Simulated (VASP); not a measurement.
**Cs3Nb: single point with PBE**

The system is Cs3Nb.

```
Cs Nb
1.0
    -2.57683    2.57683    5.75603
     2.57683   -2.57683    5.75603
     2.57683    2.57683   -5.75603
Cs Nb
3 1
Direct
  0.50000 0.50000 0.00000
  0.25000 0.75000 0.50000
  0.75000 0.25000 0.50000
  0.00000 0.00000 0.00000
```

```json
{"Program": "VASP 6.6.1", "Task": "single point", "Functional": "PBE", "Potentials or basis": "VASP PAW PBE potentials, release 64 (Cs_sv, Nb_sv)", "Cutoff": "520 eV", "k mesh": "6 × 6 × 6", "Occupations": "gaussian, width 0.1 eV", "Spin": "no spin polarisation"}
```

```yaml
Pressure: 3.3 GPa
Band_gap_on_the_k_mesh: zero (bands 20 and 21 overlap by 0.85 eV)
```

Stress tensor (GPa, compression positive):
```
3.85 0.00 0.00
0.00 3.85 0.00
0.00 0.00 2.18
```

Levels at points of the mesh, in eV from the Fermi level:
| k point | band 17 | band 18 | band 19 | band 20 | band 21 | band 22 | band 23 | band 24 |
| --- | --- | --- | --- | --- | --- | --- | --- | --- |
| (0.00, 0.00, 0.00) | -2.56 | -0.90 | -0.52 | -0.50 | -0.24 | 0.26 | 0.26 | 1.51 |
| (0.50, 0.00, 0.00) | -0.78 | -0.15 | 0.03 | 0.07 | 0.29 | 0.55 | 0.55 | 1.07 |
| (0.50, 0.50, 0.00) | -1.63 | -0.64 | -0.19 | 0.24 | 0.24 | 0.55 | 1.04 | 1.35 |
| (0.50, 0.50, 0.50) | -1.75 | -1.16 | -0.86 | -0.61 | -0.61 | -0.31 | -0.04 | 1.36 |

It took 3.1 min on 1 thread of Intel(R) Xeon(R) 6975P-C (Granite Rapids), on a shared host, peak memory 0.44 GiB.

Caveat: the cell stands under pressure; spin-orbit coupling is left out, which moves the levels of the heavy elements.
